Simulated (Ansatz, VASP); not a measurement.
Tl: VASP beside Ansatz

INCAR

```
SYSTEM = Tl
ALGO     = Normal         ! electronic algorithm
EDIFF    = 1E-6           ! SCF threshold, eV
ENCUT    = 520            ! plane-wave cutoff, eV
GGA      = PE             ! functional
ISIF     = 2              ! what is computed and relaxed
ISMEAR   = -1             ! smearing method
LASPH    = .True.         ! aspherical terms in the spheres
LCHARG   = .False.        ! write CHGCAR
LREAL    = .False.        ! projectors in reciprocal space
LWAVE    = .False.        ! write WAVECAR
NBANDS   = 12             ! bands
NELM     = 100            ! most SCF steps
PREC     = Accurate       ! precision mode
SIGMA    = 0.05           ! smearing width, eV
```

Contents of KPOINTS:

```
k-points
0
Gamma
  10 10 10
  0 0 0
```

POSCAR

```
Tl
1.0
   -1.9689491614      1.9689491614      1.9689491614
    1.9689491614     -1.9689491614      1.9689491614
    1.9689491614      1.9689491614     -1.9689491614
Tl
1
Direct
    0.0000000000      0.0000000000      0.0000000000
```

input.yaml

```yaml
crystal:
  lattice:
    - [-1.9689491614, 1.9689491614, 1.9689491614]
    - [1.9689491614, -1.9689491614, 1.9689491614]
    - [1.9689491614, 1.9689491614, -1.9689491614]
  atoms:
    - { symbol: Tl, position: [0.0, 0.0, 0.0] }
kpoints:
  mp_grid: { grid: [10, 10, 10] }
scf:
  occupations: { method: fermi_dirac, width: 0.05 }
hamiltonian:
  xc: pbe
  pseudopotentials: { kind: all_electron, lapw: { basis_error: 0.0005 } }
output:
  forces: true
  stress: true
  eigenvalues: true
```

Change from the starting cell: volume scaled by 1.02.

Alike in both runs: task single point; functional PBE; k mesh 10 × 10 × 10; occupations fermi-dirac, width 0.05 eV; no spin polarisation.

|  | VASP | Ansatz |
| --- | --- | --- |
| version | VASP 6.6.1 | Ansatz 0.2.0 |
| potentials or method | VASP PAW PBE potentials, release 64 (Tl_d), cutoff 520 eV | all-electron LAPW, scalar-relativistic |

```csv
,VASP,Ansatz,Ansatz less VASP
gap on the k mesh at the Fermi level (eV),none,none,-
pressure (GPa),0.7,0.7,+0.07
```

A gap of «none» marks a metal or a gap that the smearing closes. Ansatz ran all-electron here, and VASP with PAW potentials.

Spin-orbit coupling is off throughout.
